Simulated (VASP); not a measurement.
# AlN (P6_3mc) in VASP: a series of runs

The runs below take AlN through single point, with PBE.

Everything below comes from runs of VASP 6.6.1. Logs are shortened: lines on timing, memory, paths and dates and some standing lists are left out, and cuts for length are marked.

**The experiment to reproduce.**

“Structural and optical properties of self-assembled AlN nanowires grown on SiO2/Si substrates by molecular beam epitaxy”, 2024, arxiv:2402.00216 quotes, for a bulk crystal of AlN at 0 K: band gap 6.0343 eV (an exciton energy, a little under the gap).

How close the calculation comes is told below.

## 1. The cell of the first run

The structure is hexagonal, space group P6_3mc (No. 186). Conventional cell: a = 3.161 Å, b = 3.161 Å, c = 5.017 Å, α = 90.00°, β = 90.00°, γ = 120.00°. Al (site symmetry 3m) has 4 N at 1.92 Å within 2.5 Å. Within 2.5 Å of N (site symmetry 3m) lie 4 Al at 1.92 Å.

## 2. Single point, PBE

The input, INCAR:

```
SYSTEM = AlN
PREC     = Accurate       ! precision mode
ENCUT    = 520            ! plane-wave cutoff, eV
EDIFF    = 1E-6           ! SCF threshold, eV
ISMEAR   = 0              ! smearing method
SIGMA    = 0.05           ! smearing width, eV
LREAL    = .FALSE.        ! projectors in reciprocal space
LASPH    = .TRUE.         ! aspherical terms in the spheres
NELM     = 100            ! most SCF steps
ALGO     = Normal         ! electronic algorithm
ISIF     = 2              ! what is computed and relaxed
LWAVE    = .FALSE.        ! write WAVECAR
LCHARG   = .FALSE.        ! write CHGCAR
GGA      = PE             ! functional
NBANDS   = 16             ! bands
```

The input, KPOINTS:

```
regular mesh
0
G
  9 9 6
  0 0 0
```

The input, POSCAR:

```
AlN
1.0
    3.1612000000      0.0000000000      0.0000000000
   -1.5806000000      2.7376795064      0.0000000000
    0.0000000000      0.0000000000      5.0169562961
Al N
2 2
Direct
    0.3333333333      0.6666666667      0.0009292699
    0.6666666667      0.3333333333      0.5009292699
    0.3333333333      0.6666666667      0.3840707301
    0.6666666667      0.3333333333      0.8840707301
```

Potentials or basis: VASP PAW PBE potentials, release 64 (Al, N).

On the command line:

```bash
$ cat potpaw_PBE.64/Al/POTCAR potpaw_PBE.64/N/POTCAR > POTCAR
$ mpirun -np 1 vasp_std > vasp.out
```

OUTCAR:

```text
SYSTEM = AlN
   PREC = Accurate
   ENCUT = 520
   EDIFF = 1E-6
   ISMEAR = 0
   LREAL = .FALSE.
   LASPH = .TRUE.
   NELM = 100
   ISIF = 2
   GGA = PE

 ion  position               nearest neighbor table
   1  0.333  0.667  0.001-   4 1.92   4 1.92   4 1.92   3 1.92   2 3.10   2 3.10   2 3.10   2 3.10
                             2 3.10   2 3.10
   2  0.667  0.333  0.501-   3 1.92   3 1.92   3 1.92   4 1.92   1 3.10   1 3.10   1 3.10   1 3.10
                             1 3.10   1 3.10
   3  0.333  0.667  0.384-   2 1.92   2 1.92   2 1.92   1 1.92
   4  0.667  0.333  0.884-   1 1.92   1 1.92   1 1.92   2 1.92

  LATTYP: Found a hexagonal cell.
 ALAT       =     3.1612000000
 C/A-ratio  =     1.5870417234

  Lattice vectors:

 A1 = (   3.1612000000,   0.0000000000,   0.0000000000)
 A2 = (  -1.5806000000,   2.7376795064,   0.0000000000)
 A3 = (   0.0000000000,   0.0000000000,   5.0169562961)

Analysis of symmetry for initial positions (statically):
=====================================================================
 Subroutine PRICEL returns:
 Original cell was already a primitive cell.

 Routine SETGRP: Setting up the symmetry group for a
 hexagonal supercell.

 Subroutine GETGRP returns: Found 12 space group operations
 (whereof  6 operations were pure point group operations)
 out of a pool of 24 trial point group operations.

The static configuration has the point symmetry C_3v.
 The point group associated with its full space group is C_6v.

Analysis of symmetry for dynamics (positions and initial velocities):
=====================================================================
 Subroutine PRICEL returns:
 Original cell was already a primitive cell.

 Routine SETGRP: Setting up the symmetry group for a
 hexagonal supercell.

 Subroutine GETGRP returns: Found 12 space group operations
 (whereof  6 operations were pure point group operations)
 out of a pool of 24 trial point group operations.

The dynamic configuration has the point symmetry C_3v.
 The point group associated with its full space group is C_6v.

 Subroutine INISYM returns: Found 12 space group operations
 (whereof  6 operations are pure point group operations),
 and found     1 'primitive' translations

----------------------------------------------------------------------------------------

                                     Primitive cell

  volume of cell :      43.4185

  direct lattice vectors                    reciprocal lattice vectors
     3.161200000  0.000000000  0.000000000     0.316335569  0.182636426  0.000000000
    -1.580600000  2.737679506  0.000000000     0.000000000  0.365272852  0.000000000
     0.000000000  0.000000000  5.016956296     0.000000000  0.000000000  0.199324041

  length of vectors
     3.161200000  3.161200000  5.016956296     0.365272852  0.365272852  0.199324041

  position of ions in fractional coordinates (direct lattice)
     0.333333333  0.666666667  0.000929270
     0.666666667  0.333333333  0.500929270
     0.333333333  0.666666667  0.384070730
     0.666666667  0.333333333  0.884070730

  ion indices of the primitive-cell ions
   primitive index   ion index
                 1           1
                 2           2
                 3           3
                 4           4

----------------------------------------------------------------------------------------

 KPOINTS: regular mesh

Automatic generation of k-mesh.
 Grid dimensions read from file:
 generate k-points for:    9    9    6

 Generating k-lattice:

  Cartesian coordinates                     Fractional coordinates (reciprocal lattice)
     0.035148397  0.020292936  0.000000000     0.111111111  0.000000000  0.000000000
     0.000000000  0.040585872  0.000000000     0.000000000  0.111111111  0.000000000
     0.000000000  0.000000000  0.033220673     0.000000000  0.000000000  0.166666667

  Length of vectors
     0.040585872  0.040585872  0.033220673

  Shift w.r.t. Gamma in fractional coordinates (k-lattice)
     0.000000000  0.000000000  0.000000000

 Subroutine IBZKPT returns following result:
 ===========================================

 Found     48 irreducible k-points:

 Following reciprocal coordinates:
            Coordinates               Weight
  0.000000  0.000000  0.000000      1.000000
  0.111111  0.000000  0.000000      6.000000
  0.222222  0.000000  0.000000      6.000000
  0.333333  0.000000  0.000000      6.000000
  0.444444  0.000000  0.000000      6.000000
  0.111111  0.111111  0.000000      6.000000
[... 16 lines left out ...]
  0.333333  0.222222  0.166667     24.000000
  0.333333  0.333333  0.166667      4.000000
 [... further k-points ...]
   k-points           NKPTS =     48   k-points in BZ     NKDIM =     48   number of bands    NBANDS=     16
   number of dos      NEDOS =    301   number of ions     NIONS =      4
   total plane-waves  NPLWV =  23040
   dimension x,y,z NGX =    24 NGY =   24 NGZ =   40
[... 41 lines left out ...]
   AEXX    =    0.0000 exact exchange contribution
   IVDW    =     0    specifies the selected vdW correction
   LEPSILON=     F    determine dielectric tensor
   LRPA    =     F    only Hartree local field effects (RPA)
 non-spin polarized calculation
 Gauss-broadening in eV      SIGMA  =   0.05
  energy-cutoff  :      520.00
  volume of cell :       43.42
 maximum number of plane-waves:      1194
 NGX is ok and might be reduce to    24
   NGX = 11   NGY = 11   NGZ = 19

 number of electron      16.0000002 magnetization

 Free energy of the ion-electron system (eV)
  ---------------------------------------------------
  ext. energy  EPLUGINS =         0.00000000
  ---------------------------------------------------
  free energy    TOTEN  =       -29.76674787 eV

  energy without entropy =      -29.76674787  energy(sigma->0) =      -29.76674787

 E-fermi :   6.0770     XC(G=0): -10.7426

 val. band max:        5.8371930021   @ k =   0.0000   0.0000   0.0000
 cond. band min:       9.6647569725   @ k =   0.0000   0.0000   0.0000
 fundamental gap:      3.8275639704
 Fermi energy:         6.0769961360

 k-point     1 :       0.0000    0.0000    0.0000
  band No.  band energies     occupation
      1      -9.1721      2.00000
      2      -7.1076      2.00000
      3      -0.0020      2.00000
      4       4.8975      2.00000
      5       4.8975      2.00000
      6       5.5632      2.00000
[... 8 lines left out ...]
     15      18.5032      0.00000
     16      18.6782      0.00000

 k-point     2 :       0.1111    0.0000    0.0000
  band No.  band energies     occupation
      1      -9.0236      2.00000
      2      -7.0272      2.00000
      3       0.1773      2.00000
      4       4.2148      2.00000
      5       4.7074      2.00000
      6       4.8868      2.00000
[... 8 lines left out ...]
     15      18.4419      0.00000
     16      18.5748      0.00000

 k-point     3 :       0.2222    0.0000    0.0000
  band No.  band energies     occupation
      1      -8.6032      2.00000
      2      -6.8274      2.00000
      3       0.6973      2.00000
      4       2.7671      2.00000
      5       3.6643      2.00000
      6       4.3143      2.00000
[... 8 lines left out ...]
     15      17.5928      0.00000
     16      18.3716      0.00000

 k-point     4 :       0.3333    0.0000    0.0000
  band No.  band energies     occupation
      1      -8.0002      2.00000
      2      -6.6394      2.00000
      3       1.3723      2.00000
      4       1.5165      2.00000
      5       2.5352      2.00000
      6       3.9476      2.00000
[... 8 lines left out ...]
     15      17.5247      0.00000
     16      19.7317      0.00000
[... 324 lines left out ...]
 k-point    22 :       0.2222    0.2222    0.1667
  band No.  band energies     occupation
      1      -7.6160      2.00000
      2      -6.6592      2.00000
      3       1.2934      2.00000
      4       1.5354      2.00000
      5       2.8029      2.00000
      6       3.1634      2.00000
[... 8 lines left out ...]
     15      17.6671      0.00000
     16      20.3175      0.00000

 k-point    23 :       0.3333    0.2222    0.1667
  band No.  band energies     occupation
      1      -7.1307      2.00000
      2      -6.6593      2.00000
      3       0.9202      2.00000
      4       1.5618      2.00000
      5       2.3534      2.00000
      6       3.3786      2.00000
[... 8 lines left out ...]
     15      18.2161      0.00000
     16      20.1234      0.00000

 k-point    24 :       0.3333    0.3333    0.1667
  band No.  band energies     occupation
      1      -6.8087      2.00000
      2      -6.8087      2.00000
      3       1.2368      2.00000
      4       1.6787      2.00000
      5       1.6787      2.00000
      6       3.2155      2.00000
[... 8 lines left out ...]
     15      18.5563      0.00000
     16      20.3040      0.00000

 [... further k-points ...]

------------------------ aborting loop because EDIFF is reached ----------------------------------------

  FORCE on cell =-STRESS in cart. coord.  units (eV):
  Direction    XX          YY          ZZ          XY          YZ          ZX
  --------------------------------------------------------------------------------------
  -------------------------------------------------------------------------------------
  Total       -1.3559664     -1.3559664     -0.5310629      0.0000000      0.0000000      0.0000000
  in kB      -50.0362354    -50.0362354    -19.5966403      0.0000000      0.0000000      0.0000000
  external PRESSURE =     -39.8897037 kB  Pullay stress =       0.0000000 kB

 VOLUME and BASIS-vectors are now :
 -----------------------------------------------------------------------------
  energy-cutoff  :      520.00
  volume of cell :       43.42
      direct lattice vectors                 reciprocal lattice vectors
     3.161200000  0.000000000  0.000000000     0.316335569  0.182636426  0.000000000
    -1.580600000  2.737679506  0.000000000     0.000000000  0.365272852  0.000000000
     0.000000000  0.000000000  5.016956296     0.000000000  0.000000000  0.199324041

 POSITION                                       TOTAL-FORCE (eV/Angst)
 -----------------------------------------------------------------------------------
     -0.00000      1.82512      0.00466        -0.000000      0.000000     -0.000730
      1.58060      0.91256      2.51314         0.000000     -0.000000     -0.000730
     -0.00000      1.82512      1.92687         0.000000     -0.000000      0.000730
      1.58060      0.91256      4.43534        -0.000000     -0.000000      0.000730
 -----------------------------------------------------------------------------------
    total drift:                               -0.000000      0.000000      0.000217

  FREE ENERGIE OF THE ION-ELECTRON SYSTEM (eV)
  ---------------------------------------------------
  free  energy   TOTEN  =       -29.7667478731 eV

  energy  without entropy=      -29.7667478731  energy(sigma->0) =      -29.76674787
```

Wall time 21 s (1 thread of Intel Xeon Platinum 8259CL at 2.50GHz (Skylake/Cascade Lake), shared host); peak memory 0.16 GiB.

Results:

```yaml
Free_energy: -29.7667 eV
Pressure: -4.0 GPa
Band_gap_on_the_k_mesh: 3.83 eV, direct
```

PBE gaps usually lie below the measured ones, often by a third to a half.

## 3. Single point, PBE

This run uses another cell than the first one, of 10.81 Å³/atom, 0.996 times its volume.

The input, INCAR:

```
SYSTEM = AlN
PREC = Accurate
ENCUT = 520
EDIFF = 1E-6
ISMEAR = 0
SIGMA = 0.05
LREAL = .False.
LASPH = .True.
NELM = 100
ALGO = Normal
ISIF = 2
LWAVE = .False.
LCHARG = .False.
GGA = PE
NBANDS = 16
```

The input, KPOINTS:

```
regular mesh
0
Gamma
  9 9 6
  0 0 0
```

The input, POSCAR:

```
AlN
1.0
    3.0360000000      0.0000000000      0.0000000000
   -1.5180000000      2.6292531259      0.0000000000
    0.0000000000      0.0000000000      5.4183000000
Al N
2 2
Direct
    0.3333333333      0.6666666667      0.0082220574
    0.6666666667      0.3333333333      0.5082220574
    0.3333333333      0.6666666667      0.3767779426
    0.6666666667      0.3333333333      0.8767779426
```

Potentials or basis: VASP PAW PBE potentials, release 64 (Al, N).

On the command line:

```bash
$ cat potpaw_PBE.64/Al/POTCAR potpaw_PBE.64/N/POTCAR > POTCAR
$ mpirun -np 1 vasp_std > vasp.out
```

Run time: 25 s. Hardware: 1 thread of Intel Xeon Platinum 8259CL at 2.50GHz (Skylake/Cascade Lake), shared host; peak memory 0.16 GiB.

It converged, with:

| Quantity | Value |
| --- | --- |
| Free energy | -29.4565 eV |
| Pressure | -1.9 GPa |
| Band gap on the k mesh | 3.40 eV, direct |

Stress tensor (GPa, compression positive):
```
  9.68   0.00   0.00
  0.00   9.68   0.00
  0.00   0.00 -25.09
```

Levels at points of the mesh, in eV from the valence-band top:
```csv
k point,band 4,band 5,band 6,band 7,band 8,band 9,band 10,band 11,band 12,band 13
"(0.00, 0.00, 0.00)",-0.70,-0.39,-0.39,0.00,0.00,3.40,7.31,9.48,11.06,11.87
"(0.00, 0.00, 0.50)",-3.95,-0.20,-0.20,-0.20,-0.20,6.24,6.24,9.54,9.54,12.16
```

## 4. Single point, PBE

This run uses another cell than the first one, of 11.21 Å³/atom, 1.033 times its volume.

The input, INCAR:

```
SYSTEM = AlN
ALGO = Normal ; EDIFF = 1E-6
ENCUT = 520 ; GGA = PE
ISIF = 2 ; ISMEAR = 0
LASPH = .True. ; LCHARG = .False.
LREAL = .False. ; LWAVE = .False.
NBANDS = 16 ; NELM = 100
PREC = Accurate ; SIGMA = 0.05
```

The input, KPOINTS:

```
k-points
0
Gamma
  9 9 6
  0 0 0
```

The input, POSCAR:

```
AlN
1.0
    3.0360000000      0.0000000000      0.0000000000
   -1.5180000000      2.6292531259      0.0000000000
    0.0000000000      0.0000000000      5.6190000000
Al N
2 2
Direct
    0.3333333333      0.6666666667      0.0071243260
    0.6666666667      0.3333333333      0.5071243260
    0.3333333333      0.6666666667      0.3778756740
    0.6666666667      0.3333333333      0.8778756740
```

On the command line:

```bash
$ cat potpaw_PBE.64/Al/POTCAR potpaw_PBE.64/N/POTCAR > POTCAR
$ mpirun -np 1 vasp_std > vasp.out
```

It took 31 s on 1 thread of Intel Xeon Platinum 8259CL at 2.50GHz (Skylake/Cascade Lake), shared host; peak memory 0.17 GiB.

It converged, with:

```
Free energy            : -29.1489 eV
Pressure               : -6.4 GPa
Band gap on the k mesh : 2.78 eV, direct
```

Stress tensor (GPa, compression positive):
```
  8.27   0.00   0.00
  0.00   8.27   0.00
  0.00   0.00 -35.76
```

Levels at points of the mesh, in eV from the valence-band top:
| k point | band 5 | band 6 | band 7 | band 8 | band 9 | band 10 | band 11 | band 12 |
| --- | --- | --- | --- | --- | --- | --- | --- | --- |
| (0.00, 0.00, 0.00) | -0.32 | -0.32 | 0.00 | 0.00 | 2.78 | 7.27 | 8.96 | 10.43 |
| (0.00, 0.00, 0.50) | -0.16 | -0.16 | -0.16 | -0.16 | 5.84 | 5.84 | 9.19 | 9.19 |

## 5. Single point, PBE

This run uses another cell than the first one, of 11.07 Å³/atom, 1.019 times its volume.

The input, INCAR:

```
SYSTEM = AlN
ALGO     = Normal         ! electronic algorithm
EDIFF    = 1E-6           ! SCF threshold, eV
ENCUT    = 520            ! plane-wave cutoff, eV
GGA      = PE             ! functional
ISIF     = 2              ! what is computed and relaxed
ISMEAR   = 0              ! smearing method
LASPH    = .True.         ! aspherical terms in the spheres
LCHARG   = .True.         ! write CHGCAR
LELF     = .True.         ! ELF
LREAL    = .False.        ! projectors in reciprocal space
LVHAR    = .True.       
LWAVE    = .False.        ! write WAVECAR
NBANDS   = 16             ! bands
NELM     = 80             ! most SCF steps
PREC     = Accurate       ! precision mode
SIGMA    = 0.05           ! smearing width, eV
```

KPOINTS is that of step 4.

The input, POSCAR:

```
AlN
1.0
    3.1298889828      0.0000000000      0.0000000000
   -1.5649444914      2.7105633702      0.0000000000
    0.0000000000      0.0000000000      5.2176000000
Al N
2 2
Direct
    0.3333333333      0.6666666667      0.0045652945
    0.6666666667      0.3333333333      0.5045652945
    0.3333333333      0.6666666667      0.3804347055
    0.6666666667      0.3333333333      0.8804347055
```

On the command line:

```bash
$ cat potpaw_PBE.64/Al/POTCAR potpaw_PBE.64/N/POTCAR > POTCAR
$ mpirun -np 1 vasp_std > vasp.out
```

Wall time 25 s (1 thread of Intel Xeon Platinum 8259CL at 2.50GHz (Skylake/Cascade Lake), shared host); peak memory 0.16 GiB.

It converged, with:

```yaml
Free_energy: -29.7056 eV
Pressure: -6.9 GPa
Band_gap_on_the_k_mesh: 3.74 eV, direct
```

Stress tensor (GPa, compression positive):
```
 -3.29   0.00   0.00
  0.00  -3.29   0.00
  0.00   0.00 -13.98
```

Levels at points of the mesh, in eV from the valence-band top:
```tsv
k point	band 5	band 6	band 7	band 8	band 9	band 10	band 11	band 12
(0.00, 0.00, 0.00)	-0.53	-0.11	0.00	0.00	3.74	6.64	9.98	11.22
(0.00, 0.00, 0.50)	-0.27	-0.27	-0.27	-0.27	6.18	6.18	9.79	9.79
```

As with any semilocal functional, this PBE gap is likely too small.

## 6. The runs side by side

| cell | gap on the mesh (eV) | pressure (GPa) |
| --- | --- | --- |
| a = 3.161, b = 3.161, c = 5.017 Å, angles 90.0, 90.0, 120.0°, 4 atoms | 3.83 | -4.0 |
| a = 3.036, b = 3.036, c = 5.418 Å, angles 90.0, 90.0, 120.0°, 4 atoms | 3.40 | -1.9 |
| a = 3.036, b = 3.036, c = 5.619 Å, angles 90.0, 90.0, 120.0°, 4 atoms | 2.78 | -6.4 |
| a = 3.130, b = 3.130, c = 5.218 Å, angles 90.0, 90.0, 120.0°, 4 atoms | 3.74 | -6.9 |

Alike in all rows: task single point; level PBE; potentials or basis VASP PAW PBE potentials, release 64 (Al, N); no spin polarisation; k mesh 9 × 9 × 6; cutoff (eV) 520; smearing gaussian 0.05 eV.

Total energies depend on the potentials used, so only differences within one code and one set of settings carry meaning.

## 7. Comparison with measurements

Step 3. A measured gap of AlN is 6.0343 eV (an exciton energy, a little under the gap; 0 K; quoted in “Structural and optical properties of self-assembled AlN nanowires grown on SiO2/Si substrates by molecular beam epitaxy”, 2024, arxiv:2402.00216); the calculated 3.40 eV misses it by -2.63 eV. 2 values of this kind are on record (6.034 to 6.0343 eV); this one was drawn at random. The value is that of PBE, without temperature or zero-point motion. Semilocal functionals fall short of measured gaps as a rule.
